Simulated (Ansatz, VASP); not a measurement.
# One calculation of GaN, two programs

File INCAR:

```
SYSTEM = GaN
PREC = Accurate
ENCUT = 600
EDIFF = 1E-6
ISMEAR = 0
SIGMA = 0.02
LREAL = .False.
LASPH = .True.
NELM = 120
ALGO = Normal
ISIF = 2
LWAVE = .False.
LCHARG = .True.
GGA = PS
LELF = .True.
LVHAR = .True.
NBANDS = 16
GGA_COMPAT = .False.
```

File KPOINTS:

```
Automatic mesh
0
Gamma
  8 8 8
  0 0 0
```

The input POSCAR:

```
GaN
1.0
    0.0000000000      2.1099807563      2.1099807563
    2.1099807563      0.0000000000      2.1099807563
    2.1099807563      2.1099807563      0.0000000000
Ga N
1 1
Direct
    0.0000000000      0.0000000000      0.0000000000
    0.5000000000      0.5000000000      0.5000000000
```

Input for Ansatz:

```yaml
crystal:
  lattice:
    - [0.0, 2.1099807563, 2.1099807563]
    - [2.1099807563, 0.0, 2.1099807563]
    - [2.1099807563, 2.1099807563, 0.0]
  atoms:
    - { symbol: Ga, position: [0.0, 0.0, 0.0] }
    - { symbol: "N", position: [0.5, 0.5, 0.5] }
basis:
  ecutwfc: 420
kpoints:
  mp_grid: { grid: [8, 8, 8] }
hamiltonian:
  xc: pbesol
  pseudopotentials: { kind: paw, azcp: { folder: soft_1 } }
scf:
  occupations: { method: gaussian, width: 0.02 }
output:
  forces: true
  stress: true
  eigenvalues: true
```

Alike in both runs: task single point; functional PBEsol; k mesh 8 × 8 × 8; occupations gaussian, width 0.02 eV; no spin polarisation.

|  | VASP | Ansatz |
| --- | --- | --- |
| version | VASP 6.6.1 | Ansatz 0.2.0 |
| potentials or method | VASP PAW PBE potentials, release 64 (Ga_d, N), cutoff 600 eV | scalar-relativistic, plane waves, PAW |
| valence electrons in the cell | 18 | 18 |

VASP gave:

```
gap on the k mesh at the Fermi level (eV) : 0.56
least direct gap on the mesh (eV)         : 2.81
pressure (GPa)                            : 0.1
```

Question: Which values does Ansatz return?

Answer: gap on the k mesh at the Fermi level (eV): 0.57; least direct gap on the mesh (eV): 2.80; pressure (GPa): 0.0.

VASP's potentials were made for PBE, not for PBEsol, and Ansatz warns of the same on its side. The functional is the same, so the differences come from potentials, cutoffs and numerics.
